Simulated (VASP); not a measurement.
A run of VASP 6.6.1:

File INCAR:

```
ALGO = Normal ; EDIFF = 1E-8
ENCUT = 400 ; GGA = PE
GGA_COMPAT = False ; ISIF = 2
ISMEAR = -1 ; LASPH = True
LCHARG = False ; LEFG = True
LREAL = False ; LWAVE = False
NBANDS = 15 ; NELM = 120
PREC = Accurate ; SIGMA = 0.03
```

File KPOINTS:

```
k-points
0
Gamma
  6 6 6
```

The input POSCAR:

```
CsCl
1.0
    4.1570759255      0.0000000000      0.0000000000
    0.0000000000      4.1570759255      0.0000000000
    0.0000000000      0.0000000000      4.1570759255
Cs Cl
1 1
Direct
    0.0000000000      0.0000000000      0.0000000000
    0.5000000000      0.5000000000      0.5000000000
```

Potentials or basis: VASP PAW PBE potentials, release 64 (Cs_sv, Cl).

The run is started by

```sh
$ cat potpaw_PBE.64/Cs_sv/POTCAR potpaw_PBE.64/Cl/POTCAR > POTCAR
$ mpirun -np 1 vasp_std > vasp.out
```

Hardware: 1 thread of Intel(R) Xeon(R) Platinum 8259CL CPU @ 2.50GHz (Skylake/Cascade Lake) (shared host).

Estimate the wall time of this run.

Run time: 12 s on 1 thread of Intel(R) Xeon(R) Platinum 8259CL CPU @ 2.50GHz (Skylake/Cascade Lake) (shared host), peak memory 0.15 GiB. Counts: scf iterations 15, k points 20.
